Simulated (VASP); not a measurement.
Runs of VASP 6.6.1 on Si4O7. The cells are those of the table. 

| task | cell | k mesh | smearing | gap on the mesh (eV) | pressure (GPa) | largest force (eV/Å) |
| --- | --- | --- | --- | --- | --- | --- |
| single point | a = 7.085, b = 6.974, c = 7.133 Å, angles 90.6, 88.4, 88.9°, 22 atoms | 1 × 1 × 1, shifted | fermi-dirac 0.2482 eV | (b) | -2.2 | (c) |
| single point | a = 7.311, b = 7.727, c = 6.966 Å, angles 84.8, 92.3, 95.6°, 22 atoms | 3 × 3 × 3 | gaussian 0.02 eV | 2.05 | 0.3 | 0.12 |
| single point | a = 7.085, b = 6.974, c = 7.133 Å, angles 90.6, 88.4, 88.9°, 22 atoms | 1 × 1 × 1, shifted | fermi-dirac 0.1379 eV | 1.30 | (a) | 7.15 |
| single point | a = 7.085, b = 6.974, c = 7.133 Å, angles 90.6, 88.4, 88.9°, 22 atoms | 1 × 1 × 1, shifted | fermi-dirac 0.3447 eV | 0.58 | -4.8 | 6.47 |
| single point | a = 7.085, b = 6.974, c = 7.133 Å, angles 90.6, 88.4, 88.9°, 22 atoms | 1 × 1 × 1, shifted | fermi-dirac 0.05 eV | 3.59 | -2.6 | 2.20 |
| single point | a = 7.311, b = 7.727, c = 6.966 Å, angles 84.8, 92.3, 95.6°, 22 atoms | 2 × 2 × 2, shifted | gaussian 0.1 eV | 2.16 | 0.3 | 0.12 |

Alike in all rows: level PBE; potentials or basis VASP PAW PBE potentials, release 64 (Si, O); no spin polarisation; cutoff (eV) 520.

Task: Fill in the values left out.

Result: (a) -2.0; (b) 1.97; (c) 6.87.

Caveats: some runs use coarse meshes.

A k mesh can miss the band edges.
